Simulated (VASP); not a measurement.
Wanted: the native input for a VASP 6.6.1 run.

| Quantity | Value |
| --- | --- |
| Task | relaxation of cell and atoms |
| Functional | r2SCAN |
| Dispersion | rVV10 |
| Potentials or basis | VASP PAW PBE potentials, release 64 (Ga_d, Sb) |
| Cutoff | 550 eV |
| k mesh | 8 × 8 × 8 |
| Occupations | fermi-dirac, width 0.03 eV |
| Spin | no spin polarisation |
| Dipole correction | no |
| Further INCAR settings | ALGO = Normal; EDIFF = 1e-07; IBRION = 2; EDIFFG = -0.01; NSW = 100; ISIF = 3 |

Crystal: GaSb.

```
Ga Sb
1.0
     0.00000    2.85128    2.85128
     2.85128    0.00000    2.85128
     2.85128    2.85128    0.00000
Ga Sb
1 1
Cartesian
  0.0000 0.0000 0.0000
  2.8513 2.8513 2.8513
```

One way to write it, as run:

POSCAR

```
GaSb
1.0
    0.0000000000      2.8512767156      2.8512767156
    2.8512767156      0.0000000000      2.8512767156
    2.8512767156      2.8512767156      0.0000000000
Ga Sb
1 1
Direct
    0.0000000000      0.0000000000      0.0000000000
    0.5000000000      0.5000000000      0.5000000000
```

INCAR.step1

```
SYSTEM = GaSb
PREC = Accurate ; ENCUT = 550
ISMEAR = -1 ; SIGMA = 0.03
LREAL = .FALSE. ; LASPH = .TRUE.
NELM = 120 ; GGA = PE
ALGO = Normal ; EDIFF = 1E-5
LWAVE = .TRUE. ; LCHARG = .FALSE.
GGA_COMPAT = .FALSE. ; IBRION = 2
ISIF = 3 ; EDIFFG = -0.005
NELMIN = 4 ; NSW = 100
```

INCAR.step2

```
SYSTEM = GaSb
PREC = Accurate ; ENCUT = 550
EDIFF = 1E-7 ; ISMEAR = -1
SIGMA = 0.03 ; LREAL = .FALSE.
LASPH = .TRUE. ; NELM = 120
ALGO = Normal ; ISIF = 3
LWAVE = .FALSE. ; LCHARG = .FALSE.
METAGGA = R2SCAN ; LMIXTAU = .TRUE.
LUSE_VDW = .TRUE. ; IVDW_NL = 2
BPARAM = 11.95 ; CPARAM = 0.0093
IBRION = 2 ; NSW = 100
EDIFFG = -0.01 ; ISTART = 1
GGA_COMPAT = .FALSE. ; NELMIN = 4
```

KPOINTS

```
Automatic mesh
0
G
  8 8 8
  0 0 0
```

Potentials or basis: VASP PAW PBE potentials, release 64 (Ga_d, Sb).

Launch:

```bash
$ cat potpaw_PBE.64/Ga_d/POTCAR potpaw_PBE.64/Sb/POTCAR > POTCAR
$ cp INCAR.step1 INCAR
$ mpirun -np 1 vasp_std > vasp.out
$ cp INCAR.step2 INCAR
$ mpirun -np 1 vasp_std > vasp.out
```

It gave:

```
Relaxed volume                        : 23.43 Å³/atom
Relaxed cell                          : a = 4.047 Å, b = 4.047 Å, c = 4.047 Å, α = 60.00°, β = 60.00°, γ = 60.00°
Space group after relaxing (to 0.1 Å) : Fm-3m (No. 225)
Energy gained by relaxing             : 0.6 meV/atom
Ionic steps                           : 3
Pressure after relaxing               : 0.0 GPa
Band gap on the k mesh                : zero (bands 9 and 10 overlap by 3.47 eV)
```

Caveat: the structure was generated, so it needn't be the stable form of GaSb; the PAW data sets were made with another functional, which shifts forces and pressure a little; spin-orbit coupling is left out, which moves the levels of the heavy elements.

It took 7.3 min on 1 thread of Intel(R) Xeon(R) Platinum 8259CL CPU @ 2.50GHz (Skylake/Cascade Lake), with other jobs on the host, peak memory 0.34 GiB.
